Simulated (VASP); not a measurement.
Crystal: KI.

```
K I
1.0
     4.90991    0.00000    0.00000
    -2.45496    4.25211    0.00000
     0.00000    0.00000    8.00316
K I
2 2
Direct
  0.00000 0.00000 0.00000
  0.00000 0.00000 0.50000
  0.33333 0.66667 0.25000
  0.66667 0.33333 0.75000
```

* Program: VASP 6.6.1
* Task: relaxation of cell and atoms
* Functional: PBEsol
* Potentials or basis: VASP PAW PBE potentials, release 64 (K_sv, I)
* Cutoff: 600 eV
* k mesh: 6 × 6 × 4
* Occupations: fermi-dirac, width 0.03 eV
* Spin: no spin polarisation

At the start: pressure 0.5 GPa; volume 41.77 Å³/atom.

Problem. Where does the relaxation end?

Solution. Over 8 steps the energy falls by 9.0 meV/atom and the volume is 43.28 Å³/atom (+3.6 %); space group P6_3/mmc (No. 194, to 0.1 Å) before and after.

Step by step:
```csv
step,energy change (eV),largest force (eV/Å),pressure (GPa),volume (Å³)
1,0.0000,0.0000,0.52,167.09
2,-0.0156,0.0000,0.24,170.39
3,-0.0225,0.0000,-0.44,180.47
4,-0.0265,0.0000,-0.22,176.78
5,-0.0315,0.0000,-0.16,175.82
6,-0.0360,0.0000,-0.06,173.86
7,-0.0361,0.0000,-0.04,173.60
8,-0.0362,0.0000,-0.01,173.13
```

Final structure:
```yaml
crystal:
  lattice:
    - [4.84430, 0.00000, 0.00000]
    - [-2.42215, 4.19528, 0.00000]
    - [0.00000, 0.00000, 8.51869]
  atoms:
    - { symbol: K, position: [0.00000, 0.00000, 0.00000] }
    - { symbol: K, position: [0.00000, 0.00000, 0.50000] }
    - { symbol: I, position: [0.33333, 0.66667, 0.25000] }
    - { symbol: I, position: [0.66667, 0.33333, 0.75000] }
```

Caveat: the PAW data sets were made with another functional, which shifts forces and pressure a little.
